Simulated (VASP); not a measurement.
The system is Os.

```
Os
1.0
     2.49000    0.00000    0.00000
     0.00000    2.49000    0.00000
     0.00000    0.00000    2.49000
Os
1
Direct
  0.00000 0.00000 0.00000
```

This isn't the form of Os at room conditions, which is hcp.

```yaml
Program: VASP 6.6.1
Task: relaxation of cell and atoms
Functional: LDA
Potentials_or_basis: VASP PAW LDA potentials, release 64 (Os)
Cutoff: 600 eV
k_mesh: 19 × 19 × 19
Occupations: fermi-dirac, width 0.05 eV
Spin: no spin polarisation
```

At the start: pressure 10.9 GPa; volume 15.44 Å³/atom.

Where does the relaxation end?

Over 4 steps the energy falls by 16.7 meV/atom and the volume is 15.94 Å³/atom (+3.3 %); space group Pm-3m (No. 221, to 0.1 Å) before and after.

The path:
| step | energy change (eV) | largest force (eV/Å) | pressure (GPa) | volume (Å³) |
| --- | --- | --- | --- | --- |
| 1 | 0.0000 | 0.0000 | 10.91 | 15.44 |
| 2 | 0.1746 | 0.0000 | -27.86 | 17.91 |
| 3 | -0.0166 | 0.0000 | -0.53 | 15.97 |
| 4 | -0.0167 | 0.0000 | -0.02 | 15.94 |

Final structure:
```xyz
1
Lattice="2.5169 0.0000 0.0000 0.0000 2.5169 0.0000 0.0000 0.0000 2.5169" Properties=species:S:1:pos:R:3 pbc="T T T"
Os    0.0000    0.0000    0.0000
```
